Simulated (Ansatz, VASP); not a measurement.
**Al4Cu: VASP beside Ansatz**

```
CELL_PARAMETERS angstrom
-0.00065 -2.83866 0.00045
5.68255 0.00131 -0.00059
-1.42222 1.41807 9.51273
ATOMIC_POSITIONS crystal
Al 0.58885 0.29443 0.17785
Al 0.58893 0.79442 0.17790
Al 0.19796 0.09897 0.39554
Al 0.19796 0.59894 0.39556
Al 0.80231 0.40119 0.60447
Al 0.80229 0.90126 0.60444
Al 0.41099 0.20548 0.82215
Al 0.41098 0.70547 0.82211
Cu 0.99986 0.50005 0.00000
Cu 0.99988 0.99978 0.99998
```

Change from the starting cell: cell x2, atoms moved at random (sigma 0.1 Å) and cell strained at random (1.5 %), then relaxed without symmetry.

Alike in both runs: functional PBE; k mesh 8 × 4 × 8; occupations gaussian, width 0.2 eV; no spin polarisation.

Ansatz relaxed the structure, and its values are those at the end. VASP's run is a single point on that final structure, the one shown.

|  | VASP | Ansatz |
| --- | --- | --- |
| version | VASP 6.6.1 | Ansatz 0.2.0 |
| potentials or method | VASP PAW PBE potentials, release 64 (Al, Cu), cutoff 520 eV | scalar-relativistic, plane waves, PAW |
| valence electrons in the cell | 46 | 62 |

Ansatz gave:

```
gap on the k mesh at the Fermi level (eV) : none
pressure (GPa)                            : -0.1
rms of the force components (eV/Å)        : 0.009
```

**Question.** Which values does VASP return?

**Answer.** gap on the k mesh at the Fermi level (eV): none; pressure (GPa): -0.1; rms of the force components (eV/Å): 0.013.

A gap of «none» marks a metal or a gap that the smearing closes. The functional is the same, so the differences come from potentials, cutoffs and numerics. VASP's potentials hold 46 valence electrons a cell and Ansatz's 62, so a difference there can come from the potentials and not from the codes.
